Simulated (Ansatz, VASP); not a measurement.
**One calculation of SbO4, two programs**

```
Sb O
1.0
     3.15919    0.00000    0.00000
    -1.57959    2.73594    0.00000
     0.00000    0.00000   10.02738
Sb O
1 4
Direct
  0.00000 0.00000 0.50000
  0.00000 0.00000 0.31594
  0.00000 0.00000 0.68406
  0.33333 0.66667 0.00000
  0.66667 0.33333 0.00000
```

Alike in both runs: functional PBE; k mesh 12 × 12 × 4; occupations gaussian, width 0.1 eV; no spin polarisation.

Ansatz relaxed the structure, and its values are those at the end. VASP's run is a single point on that final structure, the one shown.

|  | VASP | Ansatz |
| --- | --- | --- |
| version | VASP 6.6.1 | Ansatz 0.2.0 |
| potentials or method | VASP PAW PBE potentials, release 64 (Sb, O), cutoff 520 eV | scalar-relativistic, plane waves, PAW |
| valence electrons in the cell | 29 | 39 |

|  | VASP | Ansatz | Ansatz less VASP |
| --- | --- | --- | --- |
| gap on the k mesh at the Fermi level (eV) | none | none | - |
| pressure (GPa) | 0.8 | 0.0 | -0.76 |
| rms of the force components (eV/Å) | 0.144 | 0.000 | -0.1433 |

A gap of «none» marks a metal or a gap that the smearing closes. VASP's potentials hold 29 valence electrons a cell and Ansatz's 39, so a difference there can come from the potentials and not from the codes.

Neither program's run includes spin-orbit coupling.
